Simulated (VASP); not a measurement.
# BaTiO3 (Pm-3m) in VASP: a series of runs

BaTiO3 is run at these levels: PBE+U; tasks: single point.

Everything below comes from runs of VASP 6.6.1. Logs are shortened: lines on timing, memory, paths and dates and some standing lists are left out, and cuts for length are marked.

### 1 The cell of the first run

Symmetry: Pm-3m, No. 221, cubic system. The conventional cell has a = 3.770 Å, b = 3.770 Å, c = 3.770 Å, α = 90.00°, β = 90.00°, γ = 90.00°. Ba (site symmetry m-3m) has 12 O at 2.67 Å and 8 Ti at 3.27 Å within 3.5 Å. Within 2.5 Å of Ti (site symmetry m-3m) lie 6 O at 1.89 Å. O (site symmetry 4/mmm) has 2 Ti at 1.89 Å within 2.5 Å.

### 2 Single point, PBE+U

Input file INCAR:

```
PREC = Accurate ; ENCUT = 520
EDIFF = 1E-6 ; ISMEAR = 0
SIGMA = 0.02 ; LREAL = F
LASPH = T ; NELM = 150
ALGO = Normal ; ISIF = 2
LWAVE = F ; LCHARG = T
LMAXMIX = 4 ; LDAU = T
LDAUTYPE = 2 ; LDAUL = -1 2 -1
LDAUU = 0 4 0 ; LDAUJ = 0 0 0
LDAUPRINT = 1 ; GGA = PE
LELF = T ; LVHAR = T
NBANDS = 28
```

Input file KPOINTS:

```
regular mesh
0
Gamma
  6 6 6
```

Input file POSCAR:

```
BaTiO3
1.0
    3.7702744010      0.0000000000      0.0000000000
    0.0000000000      2.6660065333      2.6660250448
    0.0000000000     -2.6660065333      2.6660250448
Ba Ti O
1 1 3
Direct
    0.0000000000     -0.0040165835     -0.0040165835
    0.5000000000      0.4959883294      0.4959883294
    0.5000000000      0.9959753079      0.4959764594
    0.5000000000      0.4959764594      0.9959753079
    0.0000000000      0.4959764867      0.4959764867
```

Potentials or basis: VASP PAW PBE potentials, release 64 (Ba_sv, Ti_sv, O).

Started as:

```
$ cat potpaw_PBE.64/Ba_sv/POTCAR potpaw_PBE.64/Ti_sv/POTCAR potpaw_PBE.64/O/POTCAR > POTCAR
$ mpirun -np 1 vasp_std > vasp.out
```

OUTCAR:

```text
PREC = Accurate
   ENCUT = 520
   EDIFF = 1E-6
   ISMEAR = 0
   LREAL = F
   LASPH = T
   NELM = 150
   ISIF = 2
   GGA = PE

 ion  position               nearest neighbor table
   1  0.000  0.996  0.996-   3 2.67   4 2.67   3 2.67   4 2.67   5 2.67   5 2.67   5 2.67   4 2.67
                             3 2.67   3 2.67   4 2.67   5 2.67   2 3.27   2 3.27   2 3.27   2 3.27
   2  0.500  0.496  0.496-   3 1.89   4 1.89   5 1.89   5 1.89   3 1.89   4 1.89   1 3.27   1 3.27
                             1 3.27   1 3.27   1 3.27   1 3.27   1 3.27   1 3.27
   3  0.500  0.996  0.496-   2 1.89   2 1.89   1 2.67   1 2.67   1 2.67   1 2.67
   4  0.500  0.496  0.996-   2 1.89   2 1.89   1 2.67   1 2.67   1 2.67   1 2.67
   5  0.000  0.496  0.496-   2 1.89   2 1.89   1 2.67   1 2.67   1 2.67   1 2.67

  LATTYP: Found a simple tetragonal cell.
 ALAT       =     3.7703156864
 C/A-ratio  =     0.9999890499

  Lattice vectors:

 A1 = (   0.0000000000,   2.6660065333,   2.6660250448)
 A2 = (   0.0000000000,  -2.6660065333,   2.6660250448)
 A3 = (   3.7702744010,   0.0000000000,   0.0000000000)

Analysis of symmetry for initial positions (statically):
=====================================================================
 Subroutine PRICEL returns:
 Original cell was already a primitive cell.

 Routine SETGRP: Setting up the symmetry group for a
 simple tetragonal supercell.

 Subroutine GETGRP returns: Found  4 space group operations
 (whereof  4 operations were pure point group operations)
 out of a pool of 16 trial point group operations.

The static configuration has the point symmetry C_2v.

Analysis of symmetry for dynamics (positions and initial velocities):
=====================================================================
 Subroutine PRICEL returns:
 Original cell was already a primitive cell.

 Routine SETGRP: Setting up the symmetry group for a
 simple tetragonal supercell.

 Subroutine GETGRP returns: Found  4 space group operations
 (whereof  4 operations were pure point group operations)
 out of a pool of 16 trial point group operations.

The dynamic configuration has the point symmetry C_2v.

 Subroutine INISYM returns: Found  4 space group operations
 (whereof  4 operations are pure point group operations),
 and found     1 'primitive' translations

----------------------------------------------------------------------------------------

                                     Primitive cell

  volume of cell :      53.5955

  direct lattice vectors                    reciprocal lattice vectors
     3.770274401  0.000000000  0.000000000     0.265232684  0.000000000  0.000000000
     0.000000000  2.666006533  2.666025045     0.000000000  0.187546427  0.187545125
     0.000000000 -2.666006533  2.666025045     0.000000000 -0.187546427  0.187545125

  length of vectors
     3.770274401  3.770315686  3.770315686     0.265232684  0.265229780  0.265229780

  position of ions in fractional coordinates (direct lattice)
     0.000000000  0.995983417  0.995983417
     0.500000000  0.495988329  0.495988329
     0.500000000  0.995975308  0.495976459
     0.500000000  0.495976459  0.995975308
     0.000000000  0.495976487  0.495976487

  ion indices of the primitive-cell ions
   primitive index   ion index
                 1           1
                 2           2
                 3           3
                 4           4
                 5           5

----------------------------------------------------------------------------------------

 KPOINTS: regular mesh

Automatic generation of k-mesh.
 Grid dimensions read from file:
 generate k-points for:    6    6    6

 Generating k-lattice:

  Cartesian coordinates                     Fractional coordinates (reciprocal lattice)
     0.044205447  0.000000000  0.000000000     0.166666667  0.000000000  0.000000000
     0.000000000  0.031257738  0.031257521     0.000000000  0.166666667 -0.000000000
     0.000000000 -0.031257738  0.031257521     0.000000000 -0.000000000  0.166666667

  Length of vectors
     0.044205447  0.044204963  0.044204963

  Shift w.r.t. Gamma in fractional coordinates (k-lattice)
     0.000000000  0.000000000  0.000000000

 Subroutine IBZKPT returns following result:
 ===========================================

 Found     52 irreducible k-points:

 Following reciprocal coordinates:
            Coordinates               Weight
  0.000000  0.000000  0.000000      1.000000
  0.166667  0.000000  0.000000      2.000000
  0.333333  0.000000  0.000000      2.000000
  0.500000  0.000000  0.000000      1.000000
  0.000000  0.166667  0.000000      4.000000
  0.166667  0.166667  0.000000      8.000000
[... 16 lines left out ...]
  0.500000  0.166667  0.166667      2.000000
  0.500000 -0.166667  0.166667      2.000000
 [... further k-points ...]
   k-points           NKPTS =     52   k-points in BZ     NKDIM =     52   number of bands    NBANDS=     28
   number of dos      NEDOS =    301   number of ions     NIONS =      5
   total plane-waves  NPLWV =  21952
   dimension x,y,z NGX =    28 NGY =   28 NGZ =   28
   dimension x,y,z NGXF=    56 NGYF=   56 NGZF=   56
   ions per type =               1   1   3
   NGX,Y,Z   is equivalent  to a cutoff of  12.35, 12.35, 12.35 a.u.
   NGXF,Y,Z  is equivalent  to a cutoff of  24.69, 24.69, 24.69 a.u.
 SYSTEM =  unknown system
   PREC   = accura    normal or accurate (medium, high low for compatibility)
   ISTART =      0    job   : 0-new  1-cont  2-samecut
   ICHARG =      2    charge: 1-file 2-atom 10-const
   ISPIN  =      1    spin polarized calculation?
   LNONCOLLINEAR =      F non collinear calculations
   LSORBIT =      F    spin-orbit coupling
   LASPH  =      T    aspherical Exc in radial PAW
   ENCUT  =  520.0 eV  38.22 Ry    6.18 a.u.   7.01  7.01  7.01*2*pi/ulx,y,z
   NELM   =    150;   NELMIN=  2; NELMDL= -5     # of ELM steps
   EDIFF  = 0.1E-05   stopping-criterion for ELM
   LREAL  =      F    real-space projection
   EDIFFG = 0.1E-04   stopping-criterion for IOM
   NSW    =      0    number of steps for IOM
   IBRION =     -1    ionic relax: 0-MD 1-quasi-New 2-CG
   NFREE  =      0    steps in history (QN), initial steepest desc. (CG)
   ISIF   =      2    stress and relaxation
   ISYM   =      2    0-nonsym 1-usesym 2-fastsym
   POTIM  = 0.5000    time-step for ionic-motion
   TEBEG  =    0.0;   TEEND  =   0.0 temperature during run
   PSTRESS=    0.0 pullay stress
   NELECT =      40.0000    total number of electrons
   NUPDOWN=      -1.0000    fix difference up-down
   EMIN   =  10.00;   EMAX   =-10.00  energy-range for DOS
   EFERMI =   0.00;   METHOD = LEGACY
   ISMEAR =     0;   SIGMA  =   0.02  broadening in eV -4-tet -1-fermi 0-gaus
   EFERMI_NEDOS =   21; number of points for ismear=-14 and -15
   IALGO  =     38    algorithm
   IMIX   =      4    mixing-type and parameters
     AMIX     =   0.40;   BMIX     =  1.00
     AMIX_MAG =   1.60;   BMIX_MAG =  1.00
  volume/ion in A,a.u.               =      10.72        72.34
  Fermi-wavevector in a.u.,A,eV,Ry     =   1.484973  2.806193 30.002836  2.205146
  Thomas-Fermi vector in A             =   2.598443
   LORBIT       =      0    0 simple, 1 ext, 2 COOP (PROOUT), +10 PAW based schemes
 LDA+U is selected, type is set to LDAUTYPE =  2
   angular momentum for each species LDAUL =    -1    2   -1
   U (eV)           for each species LDAUU =   0.0  4.0  0.0
   J (eV)           for each species LDAUJ =   0.0  0.0  0.0
   GGA     = PE    functional components
   LHFCALC =     F    Hartree Fock is set to
   AEXX    =    0.0000 exact exchange contribution
   IVDW    =     0    specifies the selected vdW correction
   LEPSILON=     F    determine dielectric tensor
   LRPA    =     F    only Hartree local field effects (RPA)
 non-spin polarized calculation
 Gauss-broadening in eV      SIGMA  =   0.02
  energy-cutoff  :      520.00
  volume of cell :       53.60
 maximum number of plane-waves:      1472
   NGX = 15   NGY = 15   NGZ = 15

atom =   2  type =  2  l = 2

 onsite density matrix

spin component  1

  0.1154  0.0000  0.0000  0.0000  0.0000
  0.0000  0.2830  0.0000  0.0000  0.0000
  0.0000  0.0000  0.1573  0.0000 -0.0726
  0.0000  0.0000  0.0000  0.1154  0.0000
  0.0000  0.0000 -0.0726  0.0000  0.2411

spin component  2

  0.1154  0.0000  0.0000  0.0000  0.0000
  0.0000  0.2830  0.0000  0.0000  0.0000
  0.0000  0.0000  0.1573  0.0000 -0.0726
  0.0000  0.0000  0.0000  0.1154  0.0000
  0.0000  0.0000 -0.0726  0.0000  0.2411

 occupancies and eigenvectors

  o =  0.1154  v =  0.0000  0.0000 -0.8660  0.0000 -0.5000  0.0000  0.0000  0.0000  0.0000  0.0000      0.0000  0.0000  0.0000  0.0000  0.0000  0.0000  0.0000  0.0000  0.0000  0.0000
  o =  0.1154  v =  0.0000  0.0000  0.0000  0.0000  0.0000  0.0000  0.0000 -0.8660  0.0000 -0.5000      0.0000  0.0000  0.0000  0.0000  0.0000  0.0000  0.0000  0.0000  0.0000  0.0000
  o =  0.1154  v =  0.0000  0.0000  0.0000  1.0000  0.0000  0.0000  0.0000  0.0000  0.0000  0.0000      0.0000  0.0000  0.0000  0.0000  0.0000  0.0000  0.0000  0.0000  0.0000  0.0000
  o =  0.1154  v =  0.0000  0.0000  0.0000  0.0000  0.0000  0.0000  0.0000  0.0000  1.0000  0.0000      0.0000  0.0000  0.0000  0.0000  0.0000  0.0000  0.0000  0.0000  0.0000  0.0000
  o =  0.1154  v =  0.0000  0.0000  0.0000  0.0000  0.0000  1.0000  0.0000  0.0000  0.0000  0.0000      0.0000  0.0000  0.0000  0.0000  0.0000  0.0000  0.0000  0.0000  0.0000  0.0000
  o =  0.1154  v =  1.0000  0.0000  0.0000  0.0000  0.0000  0.0000  0.0000  0.0000  0.0000  0.0000      0.0000  0.0000  0.0000  0.0000  0.0000  0.0000  0.0000  0.0000  0.0000  0.0000
  o =  0.2830  v =  0.0000  0.0000  0.0000  0.0000  0.0000  0.0000  1.0000  0.0000  0.0000  0.0000      0.0000  0.0000  0.0000  0.0000  0.0000  0.0000  0.0000  0.0000  0.0000  0.0000
  o =  0.2830  v =  0.0000  1.0000  0.0000  0.0000  0.0000  0.0000  0.0000  0.0000  0.0000  0.0000      0.0000  0.0000  0.0000  0.0000  0.0000  0.0000  0.0000  0.0000  0.0000  0.0000
  o =  0.2830  v =  0.0000  0.0000  0.0000  0.0000  0.0000  0.0000  0.0000 -0.5000  0.0000  0.8660      0.0000  0.0000  0.0000  0.0000  0.0000  0.0000  0.0000  0.0000  0.0000  0.0000
  o =  0.2830  v =  0.0000  0.0000 -0.5000  0.0000  0.8660  0.0000  0.0000  0.0000  0.0000  0.0000      0.0000  0.0000  0.0000  0.0000  0.0000  0.0000  0.0000  0.0000  0.0000  0.0000

 number of electron      39.9999988 magnetization

 Free energy of the ion-electron system (eV)
  ---------------------------------------------------
  ext. energy  EPLUGINS =         0.00000000
  ---------------------------------------------------
  free energy    TOTEN  =       -35.41582726 eV

  energy without entropy =      -35.41582726  energy(sigma->0) =      -35.41582726

 E-fermi :   5.6246     XC(G=0): -12.2360

 val. band max:        5.5166131116   @ k =   0.0000   0.0000   0.0000
 cond. band min:       8.0792016165   @ k =   0.0000   0.0000   0.0000
 fundamental gap:      2.5625885049
 Fermi energy:         5.6246077423

 k-point     1 :       0.0000    0.0000    0.0000
  band No.  band energies     occupation
      1     -51.3266      2.00000
      2     -27.6171      2.00000
      3     -27.6171      2.00000
      4     -27.6170      2.00000
      5     -19.0930      2.00000
      6     -11.7986      2.00000
[... 20 lines left out ...]
     27      10.9211      0.00000
     28      15.0125      0.00000

 k-point     2 :       0.1667    0.0000    0.0000
  band No.  band energies     occupation
      1     -51.3260      2.00000
      2     -27.6458      2.00000
      3     -27.6158      2.00000
      4     -27.6158      2.00000
      5     -19.0180      2.00000
      6     -11.9251      2.00000
[... 20 lines left out ...]
     27      11.6901      0.00000
     28      14.9212      0.00000

 k-point     3 :       0.3333    0.0000    0.0000
  band No.  band energies     occupation
      1     -51.3246      2.00000
      2     -27.7025      2.00000
      3     -27.6133      2.00000
      4     -27.6133      2.00000
      5     -18.8598      2.00000
      6     -12.3146      2.00000
[... 616 lines left out ...]
      3     -27.6388      2.00000
      4     -27.6378      2.00000
      5     -18.6951      2.00000
      6     -12.1473      2.00000
[... 20 lines left out ...]
     27      14.5182      0.00000
     28      15.6371      0.00000

 k-point    24 :       0.5000   -0.1667    0.1667
  band No.  band energies     occupation
      1     -51.3227      2.00000
      2     -27.7258      2.00000
      3     -27.6388      2.00000
      4     -27.6378      2.00000
      5     -18.6951      2.00000
      6     -12.1473      2.00000
[... 20 lines left out ...]
     27      14.5181      0.00000
     28      15.6372      0.00000

 [... further k-points ...]
[... 5 lines left out ...]
  --------------------------------------------------------------------------------------
  -------------------------------------------------------------------------------------
  Total       19.0312539     19.0293548     19.0286666      0.0000000      0.0000000      0.0000000
  in kB      568.9178964    568.8611262    568.8405541      0.0000000      0.0000000      0.0000000
  external PRESSURE =     568.8731922 kB  Pullay stress =       0.0000000 kB

 VOLUME and BASIS-vectors are now :
 -----------------------------------------------------------------------------
  energy-cutoff  :      520.00
  volume of cell :       53.60
      direct lattice vectors                 reciprocal lattice vectors
     3.770274401  0.000000000  0.000000000     0.265232684  0.000000000  0.000000000
     0.000000000  2.666006533  2.666025045     0.000000000  0.187546427  0.187545125
     0.000000000 -2.666006533  2.666025045     0.000000000 -0.187546427  0.187545125

 POSITION                                       TOTAL-FORCE (eV/Angst)
 -----------------------------------------------------------------------------------
      0.00000      0.00000      5.31063         0.000000      0.000000      0.000002
      1.88514      0.00000      2.64463         0.000000      0.000000     -0.000589
      1.88514      1.33300      3.97758         0.000000      0.000464      0.000344
      1.88514     -1.33300      3.97758         0.000000     -0.000464      0.000344
      0.00000      0.00000      2.64457         0.000000      0.000000     -0.000100
 -----------------------------------------------------------------------------------
    total drift:                                0.000000      0.000004     -0.000731

  FREE ENERGIE OF THE ION-ELECTRON SYSTEM (eV)
  ---------------------------------------------------
  free  energy   TOTEN  =       -35.4158272564 eV

  energy  without entropy=      -35.4158272564  energy(sigma->0) =      -35.41582726
```

Wall time 2.2 min (1 thread of Intel Xeon 8259CL, shared host); peak memory 0.21 GiB.

What came out:

```
Free energy            : -35.4158 eV
Pressure               : 56.9 GPa
Band gap on the k mesh : 2.56 eV
```

Eigenvalues of the final occupation matrices:
| site | spin | trace | eigenvalues |
| --- | --- | --- | --- |
| site 2 d | 1 | 0.91 | 0.12 0.12 0.12 0.28 0.28 |
| site 2 d | 2 | 0.91 | 0.12 0.12 0.12 0.28 0.28 |

Caveat: the cell stands under pressure; spin-orbit coupling is left out, which moves the levels of the heavy elements.

### 3 Single point, PBE+U

This run uses another cell than the first one, of 12.26 Å³/atom.

Input file INCAR:

```
SYSTEM = BaTiO3
ALGO     = Normal         ! electronic algorithm
EDIFF    = 1E-6           ! SCF threshold, eV
ENCUT    = 520            ! plane-wave cutoff, eV
GGA      = PE             ! functional
ISIF     = 2              ! what is computed and relaxed
ISMEAR   = 0              ! smearing method
LASPH    = .TRUE.         ! aspherical terms in the spheres
LCHARG   = .FALSE.        ! write CHGCAR
LDAU     = .TRUE.         ! DFT+U
LDAUJ    = 0 0 0        
LDAUL    = -1 2 -1        ! shell
LDAUPRINT= 1            
LDAUTYPE = 2            
LDAUU    = 0 4 0          ! U, eV
LMAXMIX  = 4              ! l up to which the mixer works
LREAL    = .FALSE.        ! projectors in reciprocal space
LWAVE    = .FALSE.        ! write WAVECAR
NBANDS   = 28             ! bands
NELM     = 150            ! most SCF steps
PREC     = Accurate       ! precision mode
SIGMA    = 0.02           ! smearing width, eV
```

Input file KPOINTS:

```
k-points
0
G
  6 6 6
  0 0 0
```

Input file POSCAR:

```
BaTiO3
1.0
    3.9433114877      0.0000000000      0.0000000000
    0.0000000000      2.7884114442      2.7884320639
    0.0000000000     -2.7884114442      2.7884320639
Ba Ti O
1 1 3
Direct
    0.0000000000     -0.0040173171     -0.0040173171
    0.5000000000      0.4959889609      0.4959889609
    0.5000000000      0.9959739890      0.4959771225
    0.5000000000      0.4959771225      0.9959739890
    0.0000000000      0.4959772446      0.4959772446
```

Potentials or basis: VASP PAW PBE potentials, release 64 (Ba_sv, Ti_sv, O).

Started as:

```
$ cat potpaw_PBE.64/Ba_sv/POTCAR potpaw_PBE.64/Ti_sv/POTCAR potpaw_PBE.64/O/POTCAR > POTCAR
$ mpirun -np 1 vasp_std > vasp.out
```

It took 3 min on 1 thread of Intel Xeon 8259CL, shared host; peak memory 0.23 GiB.

It converged, with:

```
Free energy            : -37.0866 eV
Pressure               : 16.4 GPa
Band gap on the k mesh : 2.32 eV (least direct gap 2.46 eV)
```

Levels at points of the mesh, in eV from the valence-band top:
```tsv
k point	band 17	band 18	band 19	band 20	band 21	band 22	band 23	band 24
(0.00, 0.00, 0.00)	-1.18	-0.14	-0.14	-0.14	2.32	2.32	2.32	4.24
(0.50, 0.00, 0.00)	-1.79	-1.79	-0.79	-0.79	2.53	4.16	4.16	4.25
(0.00, 0.50, 0.00)	-1.79	-1.79	-0.79	-0.79	2.53	4.16	4.16	4.25
(0.50, 0.50, 0.00)	-1.86	-0.86	-0.86	-0.10	4.18	4.18	4.63	5.11
(0.00, 0.50, 0.50)	-1.86	-0.86	-0.86	-0.10	4.18	4.18	4.63	5.11
(0.50, 0.50, 0.50)	-2.28	0.00	0.00	0.00	4.90	4.90	4.90	6.86
```

Eigenvalues of the final occupation matrices:
```tsv
site	spin	trace	eigenvalues
site 2 d	1	0.81	0.11 0.11 0.11 0.25 0.25
site 2 d	2	0.81	0.11 0.11 0.11 0.25 0.25
```

Caveat: the cell stands under pressure; spin-orbit coupling is left out, which moves the levels of the heavy elements. A k mesh can miss the band edges.
